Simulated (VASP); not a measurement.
# Ga2HCl3 (P2_1/c) in VASP: electric field gradients with PBE

Aim: the electric field gradients of Ga2HCl3 with PBE.

All numbers are computed with VASP 6.6.1; they aren't measurements. Logs are shortened: lines on timing, memory, paths and dates and some standing lists are left out, and cuts for length are marked.

### Step 1. The cell of the first run

It takes space group P2_1/c (No. 14, monoclinic). Conventional cell: a = 5.730 Å, b = 6.787 Å, c = 14.848 Å, α = 90.00°, β = 104.57°, γ = 90.00°. Within 2.1 Å of Ga (site symmetry 1) lie 1 H at 1.55 Å. Within 3.5 Å of Ga (site symmetry 1) lie 1 H at 2.55 Å and 7 Cl at 2.96 to 3.41 Å. Within 2.1 Å of H (site symmetry 1) lie 1 Ga at 1.55 Å. Cl (site symmetry 1) has 1 Ga at 2.22 Å within 2.9 Å. Within 3.3 Å of Cl (site symmetry 1) lie 3 Ga at 2.25 to 3.22 Å and 3 H at 2.98 to 3.22 Å. Cl (site symmetry 1) has 2 Ga at 2.25 to 2.96 Å within 3.0 Å.

### Step 2. Electric field gradients, PBE

File INCAR:

```
SYSTEM = Ga2HCl3
PREC = Accurate
ENCUT = 520
EDIFF = 1E-8
ISMEAR = -1
SIGMA = 0.02
LREAL = Auto
LASPH = .TRUE.
NELM = 80
ALGO = Normal
ISIF = 2
LWAVE = .FALSE.
LCHARG = .FALSE.
GGA = PE
LEFG = .TRUE.
NBANDS = 114
KPAR = 4
```

File KPOINTS:

```
Automatic mesh
0
G
  5 4 2
  0 0 0
```

File POSCAR:

```
Ga2HCl3
1.0
    5.7300000000      0.0000000000      0.0000000000
    0.0000000000      6.7870000000      0.0000000000
   -3.7354546645      0.0000000000     14.3702419223
Ga H Cl
8 4 12
Direct
    0.9262441710      0.7667571691      0.9205967918
    0.0737558290      0.2667571691      0.5794032082
    0.0737558290      0.2332428309      0.0794032082
    0.9262441710      0.7332428309      0.4205967918
    0.6487494460      0.6848620858      0.6464394900
    0.3512505540      0.1848620858      0.8535605100
    0.3512505540      0.3151379142      0.3535605100
    0.6487494460      0.8151379142      0.1464394900
    0.8588800990      0.7958361455      1.0143522576
    0.1411199010      0.2958361455      0.4856477424
    0.1411199010      0.2041638545     -0.0143522576
    0.8588800990      0.7041638545      0.5143522576
    0.8097797338      0.4889468647      0.8434660048
    0.1902202662      0.9889468647      0.6565339952
    0.1902202662      0.5110531353      0.1565339952
    0.8097797338      0.0110531353      0.3434660048
    0.3265854143      0.7795458495      0.9355206344
    0.6734145857      0.2795458495      0.5644793656
    0.6734145857      0.2204541505      0.0644793656
    0.3265854143      0.7204541505      0.4355206344
    0.7812140586     -0.0010618945      0.8127947129
    0.2187859414      0.4989381055      0.6872052871
    0.2187859414      1.0010618945      0.1872052871
    0.7812140586      0.5010618945      0.3127947129
```

Potentials or basis: VASP PAW PBE potentials, release 64 (Ga_d, H, Cl).

Run with:

```sh
cat potpaw_PBE.64/Ga_d/POTCAR potpaw_PBE.64/H/POTCAR potpaw_PBE.64/Cl/POTCAR > POTCAR
mpirun -np 4 vasp_std > vasp.out
```

OUTCAR:

```text
SYSTEM = Ga2HCl3
   PREC = Accurate
   ENCUT = 520
   EDIFF = 1E-8
   ISMEAR = -1
   LREAL = Auto
   LASPH = .TRUE.
   NELM = 80
   ISIF = 2
   GGA = PE

 ion  position               nearest neighbor table
   1  0.926  0.767  0.921-   9 1.55  13 2.22  17 2.25  21 2.25
   2  0.074  0.267  0.579-  10 1.55  14 2.22  18 2.25  22 2.25
   3  0.074  0.233  0.079-  11 1.55  15 2.22  19 2.25  23 2.25
   4  0.926  0.733  0.421-  12 1.55  16 2.22  20 2.25  24 2.25
   5  0.649  0.685  0.646-
   6  0.351  0.185  0.854-
   7  0.351  0.315  0.354-
   8  0.649  0.815  0.146-
   9  0.859  0.796  0.014-   1 1.55
  10  0.141  0.296  0.486-   2 1.55
  11  0.141  0.204  0.986-   3 1.55
  12  0.859  0.704  0.514-   4 1.55
  13  0.810  0.489  0.843-   1 2.22
  14  0.190  0.989  0.657-   2 2.22
[... 8 lines left out ...]
  23  0.219  0.001  0.187-   3 2.25
  24  0.781  0.501  0.313-   4 2.25

  LATTYP: Found a simple monoclinic cell.
 ALAT       =     5.7300000000
 B/A-ratio  =     1.1844677138
 C/A-ratio  =     2.5319371728
 COS(beta)  =    -0.1374790002

  Lattice vectors:

 A1 = (   5.7300000000,   0.0000000000,   0.0000000000)
 A2 = (   0.0000000000,  -6.7870000000,   0.0000000000)
 A3 = (  -1.9945453355,   0.0000000000, -14.3702419223)

Analysis of symmetry for initial positions (statically):
=====================================================================
 Subroutine PRICEL returns:
 Original cell was already a primitive cell.

 Routine SETGRP: Setting up the symmetry group for a
 simple monoclinic supercell.

 Subroutine GETGRP returns: Found  4 space group operations
 (whereof  2 operations were pure point group operations)
 out of a pool of  4 trial point group operations.

The static configuration has the point symmetry S_2 .
 The point group associated with its full space group is C_2h.

Analysis of symmetry for dynamics (positions and initial velocities):
=====================================================================
 Subroutine PRICEL returns:
 Original cell was already a primitive cell.

 Routine SETGRP: Setting up the symmetry group for a
 simple monoclinic supercell.

 Subroutine GETGRP returns: Found  4 space group operations
 (whereof  2 operations were pure point group operations)
 out of a pool of  4 trial point group operations.

The dynamic configuration has the point symmetry S_2 .
 The point group associated with its full space group is C_2h.

 Subroutine INISYM returns: Found  4 space group operations
 (whereof  2 operations are pure point group operations),
 and found     1 'primitive' translations

----------------------------------------------------------------------------------------

                                     Primitive cell

  volume of cell :     558.8517

  direct lattice vectors                    reciprocal lattice vectors
     5.730000000  0.000000000  0.000000000     0.174520070  0.000000000  0.045365402
     0.000000000  6.787000000  0.000000000     0.000000000  0.147340504  0.000000000
    -3.735454665  0.000000000 14.370241922     0.000000000  0.000000000  0.069588251

  length of vectors
     5.730000000  6.787000000 14.847810426     0.180319923  0.147340504  0.069588251

  position of ions in fractional coordinates (direct lattice)
     0.926244171  0.766757169  0.920596792
     0.073755829  0.266757169  0.579403208
     0.073755829  0.233242831  0.079403208
     0.926244171  0.733242831  0.420596792
     0.648749446  0.684862086  0.646439490
     0.351250554  0.184862086  0.853560510
[... 16 lines left out ...]
     0.218785941  0.001061894  0.187205287
     0.781214059  0.501061894  0.312794713

  ion indices of the primitive-cell ions
   primitive index   ion index
[... 88 lines left out ...]
   NELM   =     80;   NELMIN=  2; NELMDL= -5     # of ELM steps
   EDIFF  = 0.1E-07   stopping-criterion for ELM
   LREAL  =      T    real-space projection
   EDIFFG = 0.1E-06   stopping-criterion for IOM
   NSW    =      0    number of steps for IOM
   IBRION =     -1    ionic relax: 0-MD 1-quasi-New 2-CG
   NFREE  =      0    steps in history (QN), initial steepest desc. (CG)
   ISIF   =      2    stress and relaxation
   ISYM   =      2    0-nonsym 1-usesym 2-fastsym
   POTIM  = 0.5000    time-step for ionic-motion
   TEBEG  =    0.0;   TEEND  =   0.0 temperature during run
   PSTRESS=    0.0 pullay stress
   NELECT =     192.0000    total number of electrons
   NUPDOWN=      -1.0000    fix difference up-down
   EMIN   =  10.00;   EMAX   =-10.00  energy-range for DOS
   EFERMI =   0.00;   METHOD = LEGACY
   ISMEAR =    -1;   SIGMA  =   0.02  broadening in eV -4-tet -1-fermi 0-gaus
   EFERMI_NEDOS =   21; number of points for ismear=-14 and -15
   IALGO  =     38    algorithm
   IMIX   =      4    mixing-type and parameters
     AMIX     =   0.40;   BMIX     =  1.00
     AMIX_MAG =   1.60;   BMIX_MAG =  1.00
  volume/ion in A,a.u.               =      23.29       157.14
  Fermi-wavevector in a.u.,A,eV,Ry     =   1.146594  2.166749 17.887282  1.314678
  Thomas-Fermi vector in A             =   2.283278
   LORBIT       =      0    0 simple, 1 ext, 2 COOP (PROOUT), +10 PAW based schemes
   GGA     = PE    functional components
   LHFCALC =     F    Hartree Fock is set to
   AEXX    =    0.0000 exact exchange contribution
   IVDW    =     0    specifies the selected vdW correction
   LEPSILON=     F    determine dielectric tensor
   LRPA    =     F    only Hartree local field effects (RPA)
 non-spin polarized calculation
  energy-cutoff  :      520.00
  volume of cell :      558.85
 maximum number of plane-waves:     15115
 NGX is ok and might be reduce to    48
   NGX = 21   NGY = 25   NGZ = 55

 number of electron     191.9999967 magnetization

 Free energy of the ion-electron system (eV)
  ---------------------------------------------------
  ext. energy  EPLUGINS =         0.00000000
  ---------------------------------------------------
  free energy    TOTEN  =       -76.47439019 eV

  energy without entropy =      -76.47439019  energy(sigma->0) =      -76.47439019

 E-fermi :   0.7086     XC(G=0):  -8.3482

 val. band max:        0.2621765756   @ k =   0.4000   0.0000  -0.0000
 cond. band min:       3.8473805219   @ k =   0.4000   0.0000   0.5000
 fundamental gap:      3.5852039462
 Fermi energy:         0.7086050014

 k-point     1 :       0.0000    0.0000    0.0000
  band No.  band energies     occupation
      1     -14.1659      2.00000
      2     -14.1189      2.00000
      3     -14.0413      2.00000
      4     -14.0382      2.00000
      5     -14.0225      2.00000
      6     -14.0106      2.00000
[... 1987 lines left out ...]
    107       5.4355      0.00000
    108       5.4355      0.00000
 [bands above 108 left out]

------------------------ aborting loop because EDIFF is reached ----------------------------------------

  FORCE on cell =-STRESS in cart. coord.  units (eV):
  Direction    XX          YY          ZZ          XY          YZ          ZX
  --------------------------------------------------------------------------------------
  -------------------------------------------------------------------------------------
  Total        4.3497446      5.6275300      2.7757746      0.0000000      0.0000000      0.4539003
  in kB       12.4703255     16.1336209      7.9578954      0.0000000      0.0000000      1.3012913
  external PRESSURE =      12.1872806 kB  Pullay stress =       0.0000000 kB

 VOLUME and BASIS-vectors are now :
 -----------------------------------------------------------------------------
  energy-cutoff  :      520.00
  volume of cell :      558.85
      direct lattice vectors                 reciprocal lattice vectors
     5.730000000  0.000000000  0.000000000     0.174520070  0.000000000  0.045365402
     0.000000000  6.787000000  0.000000000     0.000000000  0.147340504  0.000000000
    -3.735454665  0.000000000 14.370241922     0.000000000  0.000000000  0.069588251

 POSITION                                       TOTAL-FORCE (eV/Angst)
 -----------------------------------------------------------------------------------
      1.86853      5.20398     13.22920        -0.005444     -0.006142      0.031337
     -1.74171      1.81048      8.32616         0.005444     -0.006142     -0.031337
      0.12601      1.58302      1.14104         0.005444      0.006142     -0.031337
      3.73626      4.97652      6.04408        -0.005444      0.006142      0.031337
      1.30259      4.64816      9.28949         0.008713      0.001456     -0.001195
     -1.17577      1.25466     12.26587        -0.008713      0.001456      0.001195
[... 16 lines left out ...]
      0.55435      0.00721      2.69019         0.007298     -0.006104      0.001492
      3.30793      3.40071      4.49494        -0.007298     -0.006104     -0.001492
 -----------------------------------------------------------------------------------
    total drift:                                0.000000      0.000000     -0.000000

  FREE ENERGIE OF THE ION-ELECTRON SYSTEM (eV)
  ---------------------------------------------------
  free  energy   TOTEN  =       -76.4743901860 eV

  energy  without entropy=      -76.4743901860  energy(sigma->0) =      -76.47439019

 Electric field gradients (V/A^2)
---------------------------------------------------------------------
 ion       V_xx      V_yy      V_zz      V_xy      V_xz      V_yz
---------------------------------------------------------------------
   1      24.994    53.488   -78.481     7.741    73.497   -30.981
   2      24.994    53.488   -78.481    -7.741    73.497    30.981
   3      24.994    53.488   -78.481     7.741    73.497   -30.981
   4      24.994    53.488   -78.481    -7.741    73.497    30.981
   5       1.154     0.622    -1.776    -5.177     5.025    -3.745
   6       1.154     0.622    -1.776     5.177     5.025     3.745
[... 16 lines left out ...]
  23     -44.040    22.521    21.519   -41.328    23.377   -93.528
  24     -44.040    22.521    21.519    41.328    23.377    93.528
---------------------------------------------------------------------

 Electric field gradients after diagonalization (V/A^2)
 (convention: |V_zz| > |V_xx| > |V_yy|)
----------------------------------------------------------------------
 ion       V_xx      V_yy      V_zz     asymmetry (V_yy - V_xx)/ V_zz
----------------------------------------------------------------------
   1      68.643    53.486  -122.129       0.124
   2      68.643    53.486  -122.129       0.124
   3      68.643    53.486  -122.129       0.124
   4      68.643    53.486  -122.129       0.124
   5      -5.550    -3.963     9.513       0.167
   6      -5.550    -3.963     9.513       0.167
[... 16 lines left out ...]
  23     -78.262   -49.544   127.806       0.225
  24     -78.262   -49.544   127.806       0.225
----------------------------------------------------------------------

           NMR quadrupolar parameters

 Cq : quadrupolar parameter    Cq=e*Q*V_zz/h
 eta: asymmetry parameters     (V_yy - V_xx)/ V_zz
 Q  : nuclear electric quadrupole moment in mb (millibarn)
----------------------------------------------------------------------
 ion       Cq(MHz)       eta       Q (mb)
----------------------------------------------------------------------
   1      -0.295       0.124       1.000
   2      -0.295       0.124       1.000
   3      -0.295       0.124       1.000
   4      -0.295       0.124       1.000
   5       0.023       0.167       1.000
   6       0.023       0.167       1.000
[... 16 lines left out ...]
  23       0.309       0.225       1.000
  24       0.309       0.225       1.000
----------------------------------------------------------------------
```

Run time: 10 min. Hardware: 4 MPI ranks of AMD EPYC 7R13 (Zen 3), shared host; peak memory 0.99 GiB.

What came out:

```
Free energy                             : -76.4744 eV
Pressure                                : 1.2 GPa
Largest force                           : 0.032 eV/Å
Band gap on the k mesh                  : 3.59 eV (least direct gap 3.60 eV)
Largest electric field gradient by atom : Ga -122.1, +9.5 (each value once); H +11.4; Cl +149.7, +135.7, +127.8 (each value once) V/Å²
```

Forces in eV/Å, atoms in the order of the input:
```
Ga  -0.005 -0.006  0.031
Ga   0.005 -0.006 -0.031
Ga   0.005  0.006 -0.031
Ga  -0.005  0.006  0.031
Ga   0.009  0.001 -0.001
Ga  -0.009  0.001  0.001
Ga  -0.009 -0.001  0.001
Ga   0.009 -0.001 -0.001
H    0.005  0.001 -0.019
H   -0.005  0.001  0.019
H   -0.005 -0.001  0.019
H    0.005 -0.001 -0.019
Cl  -0.011  0.001 -0.008
Cl   0.011  0.001  0.008
Cl   0.011 -0.001  0.008
Cl  -0.011 -0.001 -0.008
Cl   0.012 -0.005 -0.008
Cl  -0.012 -0.005  0.008
Cl  -0.012  0.005  0.008
Cl   0.012  0.005 -0.008
Cl  -0.007  0.006 -0.001
Cl   0.007  0.006  0.001
Cl   0.007 -0.006  0.001
Cl  -0.007 -0.006 -0.001
```

Levels at points of the mesh, in eV from the valence-band top:
```
           k point  band 92  band 93  band 94  band 95  band 96  band 97  band 98  band 99  band 100  band 101
(0.00, 0.00, 0.00)    -0.85    -0.75    -0.70    -0.44    -0.12     3.96     4.22     4.37      4.52      4.56
(0.00, 0.50, 0.00)    -0.93    -0.51    -0.51    -0.14    -0.14     4.17     4.17     4.48      4.48      4.65
(0.00, 0.00, 0.50)    -0.92    -0.83    -0.83    -0.22    -0.22     4.05     4.05     4.44      4.44      4.66
(0.00, 0.50, 0.50)    -0.94    -0.40    -0.40    -0.25    -0.25     4.16     4.16     4.48      4.48      4.64
```

Electric field gradients, principal values (V/Å²):
```csv
atom,least,middle,greatest (by size)
1 Ga,53.486,68.643,-122.129
2 Ga,53.486,68.643,-122.129
3 Ga,53.486,68.643,-122.129
4 Ga,53.486,68.643,-122.129
5 Ga,-3.963,-5.550,9.513
6 Ga,-3.963,-5.550,9.513
7 Ga,-3.963,-5.550,9.513
8 Ga,-3.963,-5.550,9.513
9 H,-5.593,-5.837,11.431
10 H,-5.593,-5.837,11.431
11 H,-5.593,-5.837,11.431
12 H,-5.593,-5.837,11.431
13 Cl,-59.792,-89.927,149.719
14 Cl,-59.792,-89.927,149.719
15 Cl,-59.792,-89.927,149.719
16 Cl,-59.792,-89.927,149.719
17 Cl,-49.638,-86.021,135.659
18 Cl,-49.638,-86.021,135.659
19 Cl,-49.638,-86.021,135.659
20 Cl,-49.638,-86.021,135.659
21 Cl,-49.544,-78.262,127.806
22 Cl,-49.544,-78.262,127.806
23 Cl,-49.544,-78.262,127.806
24 Cl,-49.544,-78.262,127.806
```

Caveat: without QUAD_EFG the Cq values of the log hold for a quadrupole moment of 1 mb, not for the nuclei. A k mesh can miss the band edges.
